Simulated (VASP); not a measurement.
A run of VASP 6.6.1:

Contents of INCAR:

```
SYSTEM = Sn3PbSe4
PREC = Accurate
ENCUT = 520
EDIFF = 1E-6
ISMEAR = 0
SIGMA = 0.1
LREAL = .FALSE.
LASPH = .TRUE.
NELM = 100
ALGO = Normal
ISIF = 2
LWAVE = .FALSE.
LCHARG = .FALSE.
GGA = PE
NBANDS = 50
```

KPOINTS

```
regular mesh
0
G
  4 4 4
  0 0 0
```

Contents of POSCAR:

```
Sn3PbSe4
1.0
    4.3212560100     -6.1111788500      0.0000000000
    4.3212560100      6.1111788500      0.0000000000
    0.0000000000      0.0000000000      4.3212560100
Sn Pb Se
3 1 4
Direct
    0.0000000000      0.5000000000      0.0000000000
    0.0000000000      0.0000000000      0.5000000000
    0.5000000000      0.0000000000      0.0000000000
    0.5000000000      0.5000000000      0.5000000000
    0.7500000000      0.7500000000      0.0000000000
    0.7500000000      0.2500000000      0.5000000000
    0.2500000000      0.2500000000      0.0000000000
    0.2500000000      0.7500000000      0.5000000000
```

Potentials or basis: VASP PAW PBE potentials, release 64 (Sn_d, Pb_d, Se).

Run with:

```sh
$ cat potpaw_PBE.64/Sn_d/POTCAR potpaw_PBE.64/Pb_d/POTCAR potpaw_PBE.64/Se/POTCAR > POTCAR
$ mpirun -np 1 vasp_std > vasp.out
```

Hardware: 1 thread of Intel Xeon 8259CL, with other jobs on the host.

Q: How long does it take, and how much memory?

A: Wall time 6.5 min on 1 thread of Intel Xeon 8259CL (shared host), peak memory 0.44 GiB. Counts: scf iterations 13, k points 21.
